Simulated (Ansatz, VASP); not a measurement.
# BaO in VASP and in Ansatz

```
Ba O
1.0
     0.00000    2.73154    2.73154
     2.73154    0.00000    2.73154
     2.73154    2.73154    0.00000
Ba O
1 1
Direct
  0.00000 0.00000 0.00000
  0.50000 0.50000 0.50000
```

Change from the starting cell: volume scaled by 0.98, crystal datasets.

Alike in both runs: task electric field gradients; functional PBE; k mesh 8 × 8 × 8; occupations fermi-dirac, width 0.02 eV; no spin polarisation.

|  | VASP | Ansatz |
| --- | --- | --- |
| version | VASP 6.6.1 | Ansatz 0.2.0 |
| potentials or method | VASP PAW PBE potentials, release 64 (Ba_sv, O), cutoff 520 eV | all-electron PAW with datasets made for the crystal, scalar-relativistic |

|  | VASP | Ansatz | Ansatz less VASP |
| --- | --- | --- | --- |
| gap on the k mesh at the Fermi level (eV) | 1.82 | 1.89 | +0.072 |
| pressure (GPa) | 6.8 | 4.8 | -2.01 |

Ansatz ran all-electron here, and VASP with PAW potentials.

Neither program's run includes spin-orbit coupling.
